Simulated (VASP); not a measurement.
Wanted: the native input for a VASP 6.6.1 run.

```
Task                   : single point
Functional             : PBE
Potentials or basis    : VASP PAW PBE potentials, release 64 (Mo_sv, S)
Cutoff                 : 520 eV
k mesh                 : 7 × 7 × 2
Occupations            : fermi-dirac, width 0.05 eV
Spin                   : no spin polarisation
Dipole correction      : no
Further INCAR settings : ALGO = Normal; EDIFF = 1e-06; NBANDS = 35
```

The structure of MoS2 lies in POSCAR:

```
MoS2
1.0
    3.1400001000      0.0000000000      0.0000000000
   -1.5700000500      2.7193198500      0.0000000000
    0.0000000000      0.0000000000     12.5300000000
Mo S
2 4
Direct
    0.3333333300      0.6666666700      0.2500000000
    0.6666666700      0.3333333300      0.7500000000
    0.3333333300      0.6666666700      0.6250000000
    0.6666666700      0.3333333300      0.1250000000
    0.3333333300      0.6666666700      0.8750000000
    0.6666666700      0.3333333300      0.3750000000
```

One way to write it, as run:

INCAR

```
SYSTEM = MoS2
PREC = Accurate ; ENCUT = 520
EDIFF = 1E-6 ; ISMEAR = -1
SIGMA = 0.05 ; LREAL = .FALSE.
LASPH = .TRUE. ; NELM = 60
ALGO = Normal ; ISIF = 2
LWAVE = .FALSE. ; LCHARG = .FALSE.
GGA = PE ; NBANDS = 35
```

KPOINTS

```
regular mesh
0
G
  7 7 2
  0 0 0
```

Potentials or basis: VASP PAW PBE potentials, release 64 (Mo_sv, S).

Launch:

```sh
$ cat potpaw_PBE.64/Mo_sv/POTCAR potpaw_PBE.64/S/POTCAR > POTCAR
$ mpirun -np 1 vasp_std > vasp.out
```

Results of the run:

| Item | Value |
| --- | --- |
| Pressure | 4.3 GPa |
| Largest force | 0.118 eV/Å |
| Band gap on the k mesh | 1.12 eV (least direct gap 2.14 eV) |

Caveat: the cell stands under pressure; an odd mesh through Γ misses points on the zone boundary, where band edges can lie; this functional lacks dispersion, which binds the layers, so the pressure and a relaxed spacing across them are unreliable.

It took 71 s on 1 thread of Intel Xeon 8259CL, with other jobs on the host, peak memory 0.24 GiB.
